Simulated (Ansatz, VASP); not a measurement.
**HgRuPt3: VASP beside Ansatz**

File INCAR:

```
SYSTEM = HgRuPt3
PREC = Accurate
ENCUT = 600
EDIFF = 1E-7
ISMEAR = 0
SIGMA = 0.1
LREAL = .FALSE.
LASPH = .TRUE.
NELM = 60
ALGO = Fast
ISIF = 3
LWAVE = .FALSE.
LCHARG = .FALSE.
GGA = PE
IBRION = 2
NSW = 90
EDIFFG = -0.04
```

Contents of KPOINTS:

```
regular mesh
0
G
  4 4 4
  0 0 0
```

POSCAR

```
HgRuPt3
1.0
    4.2964348518      0.0000000000      0.0000000000
    0.0000000000      4.2964348518      0.0000000000
    0.0000000000      0.0000000000      4.2964348518
Hg Ru Pt
1 1 3
Direct
    0.0000000000      0.0000000000      0.0000000000
    0.5000000000      0.5000000000      0.5000000000
    0.0000000000      0.5000000000      0.5000000000
    0.5000000000      0.0000000000      0.5000000000
    0.5000000000      0.5000000000      0.0000000000
```

Input for Ansatz:

```yaml
crystal:
  lattice:
    - [4.2964348518, 0.0, 0.0]
    - [0.0, 4.2964348518, 0.0]
    - [0.0, 0.0, 4.2964348518]
  atoms:
    - { symbol: Hg, position: [0.0, 0.0, 0.0] }
    - { symbol: Ru, position: [0.5, 0.5, 0.5] }
    - { symbol: Pt, position: [0.0, 0.5, 0.5] }
    - { symbol: Pt, position: [0.5, 0.0, 0.5] }
    - { symbol: Pt, position: [0.5, 0.5, 0.0] }
basis:
  ecutwfc: 420
kpoints:
  mp_grid: { grid: [4, 4, 4] }
hamiltonian:
  xc: pbe
scf:
  occupations: { method: gaussian, width: 0.1 }
  lower_state_search: "off"
output:
  forces: true
  stress: true
  eigenvalues: true
relax:
  adjacent_minimum: "off"
  f_tol: 0.04
  max_steps: 70
  cell: { stress_tol: 0.4 }
```

Alike in both runs: task relaxation of cell and atoms; functional PBE; k mesh 4 × 4 × 4; occupations gaussian, width 0.1 eV; no spin polarisation.

|  | VASP | Ansatz |
| --- | --- | --- |
| version | VASP 6.6.1 | Ansatz 0.2.0 |
| potentials or method | VASP PAW PBE potentials, release 64 (Hg, Ru_pv, Pt), cutoff 600 eV | scalar-relativistic, plane waves, PAW |
| valence electrons in the cell | 56 | 90 |

|  | VASP | Ansatz | Ansatz less VASP |
| --- | --- | --- | --- |
| gap on the k mesh at the Fermi level, each at its own relaxed structure (eV) | none | none | - |
| relaxed volume (Å³/atom) | 22.20 | 22.15 | -0.055 |
| relaxed length of the cell vector where the two differ most in proportion (Å) | 4.806 | 4.802 | -0.0040 |

A gap of «none» marks a metal or a gap that the smearing closes. VASP's potentials hold 56 valence electrons a cell and Ansatz's 90, so a difference there can come from the potentials and not from the codes.

The k mesh is coarse, so the values compare programs but aren't converged. Neither program's run includes spin-orbit coupling. Noted on VASP's run: the volume moved by over 15 % at a fixed basis, so the end points are rough.
